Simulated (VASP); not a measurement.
# SnO2 (Pbcn) in VASP: a series of runs

The runs below take SnO2 through single point, with LDA.

Program: VASP 6.6.1. These are calculated values, not measurements. Logs are shortened: lines on timing, memory, paths and dates and some standing lists are left out, and cuts for length are marked.

### 1 The cell of the first run

Symmetry: Pbcn, No. 60, orthorhombic system. Conventional cell: a = 4.748 Å, b = 5.759 Å, c = 5.252 Å, α = 90.00°, β = 90.00°, γ = 90.00°. Within 2.7 Å of Sn (site symmetry 2) lie 6 O at 2.04 to 2.11 Å. Within 2.7 Å of O (site symmetry 1) lie 3 Sn at 2.04 to 2.11 Å and 1 O at 2.64 Å.

### 2 Single point, LDA (11.97 Å³/atom)

INCAR reads:

```
PREC     = Accurate       # precision mode
ENCUT    = 520            # plane-wave cutoff, eV
EDIFF    = 1E-7           # SCF threshold, eV
ISMEAR   = 0              # smearing method
SIGMA    = 0.02           # smearing width, eV
LREAL    = F              # projectors in reciprocal space
LASPH    = T              # aspherical terms in the spheres
NELM     = 100            # most SCF steps
ALGO     = Normal         # electronic algorithm
ISIF     = 2              # what is computed and relaxed
LWAVE    = F              # write WAVECAR
LCHARG   = T              # write CHGCAR
GGA      = CA             # functional
LELF     = T              # ELF
LVHAR    = T            
NBANDS   = 64             # bands
```

KPOINTS reads:

```
regular mesh
0
Gamma
  6 6 6
```

POSCAR reads:

```
SnO2
1.0
    4.7477510894      0.0000000000      0.0000000000
    0.0000000000      5.7588193043      0.0000000000
    0.0000000000      0.0000000000      5.2517528426
Sn O
4 8
Direct
    0.5000000000      0.6653088293      0.7500000000
    0.0000000000      0.8346911707      0.2500000000
    0.5000000000      0.3346911707      0.2500000000
    0.0000000000      0.1653088293      0.7500000000
    0.7287857475      0.6077343374      0.0788191724
    0.2287857475      0.8922656626      0.9211808276
    0.7712142525      0.8922656626      0.5788191724
    0.2712142525      0.6077343374      0.4211808276
    0.7287857475      0.3922656626      0.5788191724
    0.2287857475      0.1077343374      0.4211808276
    0.7712142525      0.1077343374      0.0788191724
    0.2712142525      0.3922656626      0.9211808276
```

Potentials or basis: VASP PAW LDA potentials, release 64 (Sn_d, O).

On the command line:

```bash
$ cat potpaw_LDA.64/Sn_d/POTCAR potpaw_LDA.64/O/POTCAR > POTCAR
$ mpirun -np 1 vasp_std > vasp.out
```

OUTCAR:

```text
PREC = Accurate
   ENCUT = 520
   EDIFF = 1E-7
   ISMEAR = 0
   LREAL = F
   LASPH = T
   NELM = 100
   ISIF = 2
   GGA = CA

 ion  position               nearest neighbor table
   1  0.500  0.665  0.750-   6 2.04   7 2.04   5 2.07   8 2.07   9 2.11  12 2.11   3 3.24   3 3.24
                             2 3.67   2 3.67   2 3.67   2 3.67   4 3.73   4 3.73   4 3.73   4 3.73
   2  0.000  0.835  0.250-   5 2.04   8 2.04   7 2.07   6 2.07  10 2.11  11 2.11   4 3.24   4 3.24
                             1 3.67   1 3.67   1 3.67   1 3.67   3 3.73   3 3.73   3 3.73   3 3.73
   3  0.500  0.335  0.250-  10 2.04  11 2.04   9 2.07  12 2.07   5 2.11   8 2.11   1 3.24   1 3.24
                             4 3.67   4 3.67   4 3.67   4 3.67   2 3.73   2 3.73   2 3.73   2 3.73
   4  0.000  0.165  0.750-   9 2.04  12 2.04  11 2.07  10 2.07   6 2.11   7 2.11   2 3.24   2 3.24
                             3 3.67   3 3.67   3 3.67   3 3.67   1 3.73   1 3.73   1 3.73   1 3.73
   5  0.729  0.608  0.079-   2 2.04   1 2.07   3 2.11
   6  0.229  0.892  0.921-   1 2.04   2 2.07   4 2.11
   7  0.771  0.892  0.579-   1 2.04   2 2.07   4 2.11
   8  0.271  0.608  0.421-   2 2.04   1 2.07   3 2.11
   9  0.729  0.392  0.579-   4 2.04   3 2.07   1 2.11
  10  0.229  0.108  0.421-   3 2.04   4 2.07   2 2.11
  11  0.771  0.108  0.079-   3 2.04   4 2.07   2 2.11
  12  0.271  0.392  0.921-   4 2.04   3 2.07   1 2.11

  LATTYP: Found a simple orthorhombic cell.
 ALAT       =     4.7477510894
 B/A-ratio  =     1.1061558923
 C/A-ratio  =     1.2129572920

  Lattice vectors:

 A1 = (  -4.7477510894,   0.0000000000,   0.0000000000)
 A2 = (   0.0000000000,   0.0000000000,   5.2517528426)
 A3 = (   0.0000000000,   5.7588193043,   0.0000000000)

Analysis of symmetry for initial positions (statically):
=====================================================================
 Subroutine PRICEL returns:
 Original cell was already a primitive cell.

 Routine SETGRP: Setting up the symmetry group for a
 simple orthorhombic supercell.

 Subroutine GETGRP returns: Found  8 space group operations
 (whereof  2 operations were pure point group operations)
 out of a pool of  8 trial point group operations.

The static configuration has the point symmetry S_2 .
 The point group associated with its full space group is D_2h.

Analysis of symmetry for dynamics (positions and initial velocities):
=====================================================================
 Subroutine PRICEL returns:
 Original cell was already a primitive cell.

 Routine SETGRP: Setting up the symmetry group for a
 simple orthorhombic supercell.

 Subroutine GETGRP returns: Found  8 space group operations
 (whereof  2 operations were pure point group operations)
 out of a pool of  8 trial point group operations.

The dynamic configuration has the point symmetry S_2 .
 The point group associated with its full space group is D_2h.

 Subroutine INISYM returns: Found  8 space group operations
 (whereof  2 operations are pure point group operations),
 and found     1 'primitive' translations

----------------------------------------------------------------------------------------

                                     Primitive cell

  volume of cell :     143.5905

  direct lattice vectors                    reciprocal lattice vectors
     4.747751089  0.000000000  0.000000000     0.210626038  0.000000000  0.000000000
     0.000000000  5.758819304  0.000000000     0.000000000  0.173646706  0.000000000
     0.000000000  0.000000000  5.251752843     0.000000000  0.000000000  0.190412617

  length of vectors
     4.747751089  5.758819304  5.251752843     0.210626038  0.173646706  0.190412617

  position of ions in fractional coordinates (direct lattice)
     0.500000000  0.665308829  0.750000000
     0.000000000  0.834691171  0.250000000
     0.500000000  0.334691171  0.250000000
     0.000000000  0.165308829  0.750000000
     0.728785747  0.607734337  0.078819172
     0.228785747  0.892265663  0.921180828
     0.771214253  0.892265663  0.578819172
[... 57 lines left out ...]
  ---------------------------------------------------
  ext. energy  EPLUGINS =         0.00000000
  ---------------------------------------------------
  free energy    TOTEN  =       -84.37110144 eV

  energy without entropy =      -84.37110144  energy(sigma->0) =      -84.37110144

 E-fermi :   5.6452     XC(G=0): -11.8126

 val. band max:        5.5110730539   @ k =   0.3333   0.0000   0.0000
 cond. band min:       6.7188170076   @ k =   0.0000   0.0000   0.0000
 fundamental gap:      1.2077439538
 Fermi energy:         5.6451976900

 k-point     1 :       0.0000    0.0000    0.0000
  band No.  band energies     occupation
      1     -15.0370      2.00000
      2     -14.8956      2.00000
      3     -14.8139      2.00000
      4     -14.5410      2.00000
      5     -14.4309      2.00000
      6     -14.2709      2.00000
[... 56 lines left out ...]
     63      16.0794      0.00000
     64      16.3955      0.00000

 k-point     2 :       0.1667    0.0000    0.0000
  band No.  band energies     occupation
      1     -15.0302      2.00000
      2     -14.8344      2.00000
      3     -14.8008      2.00000
      4     -14.5622      2.00000
      5     -14.5270      2.00000
      6     -14.2761      2.00000
[... 56 lines left out ...]
     63      16.1325      0.00000
     64      16.3498      0.00000

 k-point     3 :       0.3333    0.0000    0.0000
  band No.  band energies     occupation
      1     -14.9790      2.00000
      2     -14.7603      2.00000
      3     -14.7028      2.00000
      4     -14.6909      2.00000
      5     -14.6204      2.00000
      6     -14.3570      2.00000
[... 1396 lines left out ...]
     63      15.7958      0.00000
     64      16.3987      0.00000

 k-point    24 :       0.5000    0.1667    0.1667
  band No.  band energies     occupation
      1     -14.8950      2.00000
      2     -14.8950      2.00000
      3     -14.6662      2.00000
      4     -14.6662      2.00000
      5     -14.4993      2.00000
      6     -14.4993      2.00000
[... 56 lines left out ...]
     63      16.0718      0.00000
     64      16.0726      0.00000

 [... further k-points ...]

------------------------ aborting loop because EDIFF is reached ----------------------------------------

  FORCE on cell =-STRESS in cart. coord.  units (eV):
  Direction    XX          YY          ZZ          XY          YZ          ZX
  --------------------------------------------------------------------------------------
  -------------------------------------------------------------------------------------
  Total       -4.1006536     -4.0738493     -3.9032894      0.0000000      0.0000000     -0.0000000
  in kB      -45.7549407    -45.4558586    -43.5527577      0.0000000      0.0000000     -0.0000000
  external PRESSURE =     -44.9211857 kB  Pullay stress =       0.0000000 kB

 VOLUME and BASIS-vectors are now :
 -----------------------------------------------------------------------------
  energy-cutoff  :      520.00
  volume of cell :      143.59
      direct lattice vectors                 reciprocal lattice vectors
     4.747751089  0.000000000  0.000000000     0.210626038  0.000000000  0.000000000
     0.000000000  5.758819304  0.000000000     0.000000000  0.173646706  0.000000000
     0.000000000  0.000000000  5.251752843     0.000000000  0.000000000  0.190412617

 POSITION                                       TOTAL-FORCE (eV/Angst)
 -----------------------------------------------------------------------------------
      2.37388      3.83139      3.93881         0.000000      0.014140     -0.000000
      0.00000      4.80684      1.31294         0.000000     -0.014140     -0.000000
      2.37388      1.92743      1.31294         0.000000     -0.014140     -0.000000
      0.00000      0.95198      3.93881         0.000000      0.014140     -0.000000
      3.46009      3.49983      0.41394         0.010903     -0.012970      0.006064
      1.08622      5.13840      4.83781         0.010903      0.012970     -0.006064
      3.66153      5.13840      3.03982        -0.010903      0.012970      0.006064
      1.28766      3.49983      2.21194        -0.010903     -0.012970     -0.006064
      3.46009      2.25899      3.03982         0.010903      0.012970      0.006064
      1.08622      0.62042      2.21194         0.010903     -0.012970     -0.006064
      3.66153      0.62042      0.41394        -0.010903     -0.012970      0.006064
      1.28766      2.25899      4.83781        -0.010903      0.012970     -0.006064
 -----------------------------------------------------------------------------------
    total drift:                                0.000000      0.000000      0.000000

  FREE ENERGIE OF THE ION-ELECTRON SYSTEM (eV)
  ---------------------------------------------------
  free  energy   TOTEN  =       -84.3711014433 eV

  energy  without entropy=      -84.3711014433  energy(sigma->0) =      -84.37110144
```

It took 13 min on 1 thread of Intel Xeon 8259CL, shared host; peak memory 0.49 GiB.

What came out:

- Free energy: -84.3711 eV
- Pressure: -4.5 GPa
- Largest force: 0.018 eV/Å
- Band gap on the k mesh: 1.21 eV (least direct gap 1.23 eV)

Forces on the atoms (eV/Å):
```
Sn   0.000  0.014  0.000
Sn   0.000 -0.014  0.000
Sn   0.000 -0.014  0.000
Sn   0.000  0.014  0.000
O    0.011 -0.013  0.006
O    0.011  0.013 -0.006
O   -0.011  0.013  0.006
O   -0.011 -0.013 -0.006
O    0.011  0.013  0.006
O    0.011 -0.013 -0.006
O   -0.011 -0.013  0.006
O   -0.011  0.013 -0.006
```

Caveat: the cell stands under tension; spin-orbit coupling is left out, which moves the levels of the heavy elements.

### 3 Single point, LDA (uniaxial strain along c: -2.0 %)

INCAR reads:

```
SYSTEM = SnO2
  ALGO = Normal
  EDIFF = 1E-6
  ENCUT = 520
  ISIF = 2
  ISMEAR = 0
  LASPH = .TRUE.
  LCHARG = .FALSE.
  LREAL = .FALSE.
  LWAVE = .FALSE.
  NBANDS = 64
  NELM = 60
  PREC = Accurate
  SIGMA = 0.02
```

KPOINTS reads:

```
k-points
0
G
  6 6 6
  0 0 0
```

POSCAR reads:

```
SnO2
1.0
    4.7269695535      0.0000000000      0.0000000000
    0.0000000000      5.7236488199      0.0000000000
    0.0000000000      0.0000000000      5.1002429385
Sn O
4 8
Direct
    0.5000000000      0.6692374198      0.7500000000
    0.0000000000      0.8307625802      0.2500000000
    0.5000000000      0.3307625802      0.2500000000
    0.0000000000      0.1692374198      0.7500000000
    0.7310714476      0.6037830217      0.0777484238
    0.2310714476      0.8962169783      0.9222515762
    0.7689285524      0.8962169783      0.5777484238
    0.2689285524      0.6037830217      0.4222515762
    0.7310714476      0.3962169783      0.5777484238
    0.2310714476      0.1037830217      0.4222515762
    0.7689285524      0.1037830217      0.0777484238
    0.2689285524      0.3962169783      0.9222515762
```

Potentials or basis: VASP PAW LDA potentials, release 64 (Sn_d, O).

On the command line:

```bash
$ cat potpaw_LDA.64/Sn_d/POTCAR potpaw_LDA.64/O/POTCAR > POTCAR
$ mpirun -np 1 vasp_std > vasp.out
```

Wall time 5.6 min (1 thread of AMD EPYC 9R45 (Zen 5), shared host); peak memory 0.44 GiB.

Results (log left out):

```yaml
Free_energy: -84.3558 eV
Pressure: 3.6 GPa
Largest_force: 0.100 eV/Å
Band_gap_on_the_k_mesh: 1.65 eV
```

Forces in eV/Å, atoms in the order of the input:
```
Sn   0.000  0.100  0.000
Sn   0.000 -0.100  0.000
Sn   0.000 -0.100  0.000
Sn   0.000  0.100  0.000
O    0.075 -0.014  0.063
O    0.075  0.014 -0.063
O   -0.075  0.014  0.063
O   -0.075 -0.014 -0.063
O    0.075  0.014  0.063
O    0.075 -0.014 -0.063
O   -0.075 -0.014  0.063
O   -0.075  0.014 -0.063
```

Stress tensor (GPa, compression positive):
```
2.34 0.00 0.00
0.00 1.34 0.00
0.00 0.00 7.05
```

Levels at points of the mesh, in eV from the valence-band top:
```csv
k point,band 49,band 50,band 51,band 52,band 53,band 54,band 55,band 56
"(0.00, 0.00, 0.00)",-0.49,-0.23,-0.17,0.00,1.65,6.31,6.36,6.92
"(0.50, 0.00, 0.00)",-0.31,-0.31,-0.11,-0.11,4.75,4.75,5.40,5.40
"(0.00, 0.50, 0.00)",-0.94,-0.94,-0.11,-0.11,4.32,4.32,7.02,7.02
"(0.50, 0.50, 0.00)",-0.61,-0.61,-0.25,-0.25,5.21,5.21,6.27,6.27
"(0.00, 0.00, 0.50)",-0.25,-0.25,-0.24,-0.24,4.67,4.67,6.37,6.37
"(0.50, 0.00, 0.50)",-0.29,-0.29,-0.29,-0.29,5.14,5.14,5.14,5.14
"(0.00, 0.50, 0.50)",-0.35,-0.35,-0.35,-0.35,5.75,5.75,5.75,5.75
"(0.50, 0.50, 0.50)",-0.42,-0.42,-0.42,-0.42,5.60,5.60,5.60,5.60
```

Caveat: the cell differs from its parent crystal (uniaxial strain along c: -2.0 %); the stress differs along the axes, from 1 to 7 GPa; spin-orbit coupling is left out, which moves the levels of the heavy elements.

### 4 Single point, LDA (uniaxial strain along c: -2.0 %, then relaxed in part)

INCAR reads:

```
PREC = Accurate ; ENCUT = 520
EDIFF = 1E-7 ; ISMEAR = 0
SIGMA = 0.02 ; LREAL = False
LASPH = True ; NELM = 60
ALGO = Normal ; ISIF = 2
LWAVE = False ; LCHARG = False
GGA = CA ; NBANDS = 64
```

KPOINTS reads:

```
Automatic mesh
0
Gamma
  6 6 6
```

POSCAR reads:

```
SnO2
1.0
    4.7550548133      0.0000000000      0.0000000000
    0.0000000000      5.7062016374      0.0000000000
    0.0000000000      0.0000000000      5.1002429385
Sn O
4 8
Direct
    0.5000000000      0.6711502861      0.7500000000
    0.0000000000      0.8288497139      0.2500000000
    0.5000000000      0.3288497139      0.2500000000
    0.0000000000      0.1711502861      0.7500000000
    0.7310868667      0.6027150055      0.0779273983
    0.2310868667      0.8972849945      0.9220726017
    0.7689131333      0.8972849945      0.5779273983
    0.2689131333      0.6027150055      0.4220726017
    0.7310868667      0.3972849945      0.5779273983
    0.2310868667      0.1027150055      0.4220726017
    0.7689131333      0.1027150055      0.0779273983
    0.2689131333      0.3972849945      0.9220726017
```

On the command line:

```bash
$ cat potpaw_LDA.64/Sn_d/POTCAR potpaw_LDA.64/O/POTCAR > POTCAR
$ mpirun -np 1 vasp_std > vasp.out
```

It took 5.4 min on 1 thread of AMD EPYC 9R45 (Zen 5), shared host; peak memory 0.43 GiB.

The run converged. Its results:

```yaml
Free_energy: -84.3657 eV
Pressure: 2.6 GPa
Largest_force: 0.021 eV/Å
Band_gap_on_the_k_mesh: 1.59 eV
```

Forces in eV/Å, atoms in the order of the input:
```
Sn   0.000  0.020  0.000
Sn   0.000 -0.020  0.000
Sn   0.000 -0.020  0.000
Sn   0.000  0.020  0.000
O    0.014 -0.013  0.009
O    0.014  0.013 -0.009
O   -0.014  0.013  0.009
O   -0.014 -0.013 -0.009
O    0.014  0.013  0.009
O    0.014 -0.013 -0.009
O   -0.014 -0.013  0.009
O   -0.014  0.013 -0.009
```

Stress tensor (GPa, compression positive):
```
1.09 0.00 0.00
0.00 1.02 0.00
0.00 0.00 5.83
```

Levels at points of the mesh, in eV from the valence-band top:
| k point | band 48 | band 49 | band 50 | band 51 | band 52 | band 53 | band 54 | band 55 | band 56 | band 57 |
| --- | --- | --- | --- | --- | --- | --- | --- | --- | --- | --- |
| (0.00, 0.00, 0.00) | -0.67 | -0.49 | -0.23 | -0.20 | 0.00 | 1.59 | 6.22 | 6.29 | 6.92 | 7.11 |
| (0.50, 0.00, 0.00) | -0.80 | -0.31 | -0.31 | -0.12 | -0.12 | 4.69 | 4.69 | 5.32 | 5.32 | 8.44 |
| (0.00, 0.50, 0.00) | -0.95 | -0.95 | -0.95 | -0.12 | -0.12 | 4.27 | 4.27 | 6.94 | 6.94 | 8.83 |
| (0.50, 0.50, 0.00) | -0.71 | -0.62 | -0.62 | -0.29 | -0.29 | 5.15 | 5.15 | 6.19 | 6.19 | 8.61 |
| (0.00, 0.00, 0.50) | -0.78 | -0.28 | -0.28 | -0.25 | -0.25 | 4.59 | 4.59 | 6.31 | 6.31 | 7.95 |
| (0.50, 0.00, 0.50) | -0.91 | -0.30 | -0.30 | -0.30 | -0.30 | 5.08 | 5.08 | 5.08 | 5.08 | 8.22 |
| (0.00, 0.50, 0.50) | -1.17 | -0.37 | -0.37 | -0.37 | -0.37 | 5.68 | 5.68 | 5.68 | 5.68 | 8.87 |
| (0.50, 0.50, 0.50) | -1.04 | -0.45 | -0.45 | -0.45 | -0.45 | 5.54 | 5.54 | 5.54 | 5.54 | 8.69 |

Caveat: the cell differs from its parent crystal (uniaxial strain along c: -2.0 %, then relaxed in part); spin-orbit coupling is left out, which moves the levels of the heavy elements.

### 5 Single point, LDA

This run uses another cell than the first one, of 11.53 Å³/atom.

INCAR reads:

```
PREC = Accurate
ENCUT = 520
EDIFF = 1E-7
ISMEAR = 0
SIGMA = 0.02
LREAL = False
LASPH = True
NELM = 100
ALGO = Normal
ISIF = 2
LWAVE = False
LCHARG = False
NBANDS = 64
```

KPOINTS is that of step 4.

POSCAR is that of step 4.

On the command line:

```bash
$ cat potpaw_LDA.64/Sn_d/POTCAR potpaw_LDA.64/O/POTCAR > POTCAR
$ mpirun -np 1 vasp_std > vasp.out
```

Wall time 5.1 min (1 thread of AMD EPYC 9R45 (Zen 5), shared host); peak memory 0.43 GiB.

The run converged. Its results:

```
Free energy            : -84.3657 eV
Pressure               : 2.6 GPa
Largest force          : 0.021 eV/Å
Band gap on the k mesh : 1.59 eV
```

Forces on the atoms (eV/Å):
```
Sn   0.000  0.020  0.000
Sn   0.000 -0.020  0.000
Sn   0.000 -0.020  0.000
Sn   0.000  0.020  0.000
O    0.014 -0.013  0.009
O    0.014  0.013 -0.009
O   -0.014  0.013  0.009
O   -0.014 -0.013 -0.009
O    0.014  0.013  0.009
O    0.014 -0.013 -0.009
O   -0.014 -0.013  0.009
O   -0.014  0.013 -0.009
```

Stress tensor (GPa, compression positive):
```
1.09 0.00 0.00
0.00 1.02 0.00
0.00 0.00 5.83
```

Levels at points of the mesh, in eV from the valence-band top:
```
           k point  band 49  band 50  band 51  band 52  band 53  band 54  band 55  band 56
(0.00, 0.00, 0.00)    -0.49    -0.23    -0.20     0.00     1.59     6.22     6.29     6.92
(0.50, 0.00, 0.00)    -0.31    -0.31    -0.12    -0.12     4.69     4.69     5.32     5.32
(0.00, 0.50, 0.00)    -0.95    -0.95    -0.12    -0.12     4.27     4.27     6.94     6.94
(0.50, 0.50, 0.00)    -0.62    -0.62    -0.29    -0.29     5.15     5.15     6.19     6.19
(0.00, 0.00, 0.50)    -0.28    -0.28    -0.25    -0.25     4.59     4.59     6.31     6.31
(0.50, 0.00, 0.50)    -0.30    -0.30    -0.30    -0.30     5.08     5.08     5.08     5.08
(0.00, 0.50, 0.50)    -0.37    -0.37    -0.37    -0.37     5.68     5.68     5.68     5.68
(0.50, 0.50, 0.50)    -0.45    -0.45    -0.45    -0.45     5.54     5.54     5.54     5.54
```

Caveat: spin-orbit coupling is left out, which moves the levels of the heavy elements.

### 6 Summary

| cell | gap on the mesh (eV) | pressure (GPa) | largest force (eV/Å) |
| --- | --- | --- | --- |
| a = 4.748, b = 5.759, c = 5.252 Å, 12 atoms, atomic positions A | 1.21 | -4.5 | 0.02 |
| a = 4.727, b = 5.724, c = 5.100 Å, 12 atoms, atomic positions B | 1.65 | 3.6 | 0.10 |
| a = 4.755, b = 5.706, c = 5.100 Å, 12 atoms, atomic positions C | 1.59 | 2.6 | 0.02 |

Alike in all rows: task single point; level LDA; potentials or basis VASP PAW LDA potentials, release 64 (Sn_d, O); no spin polarisation; k mesh 6 × 6 × 6; cutoff (eV) 520; smearing gaussian 0.02 eV.

Caveats: spin-orbit coupling is left out, which moves the levels of the heavy elements; the cell stands under tension (at least some runs); the stress differs along the axes, from 1 to 7 GPa (at least some runs).

Total energies depend on the potentials used, so only differences within one code and one set of settings carry meaning.
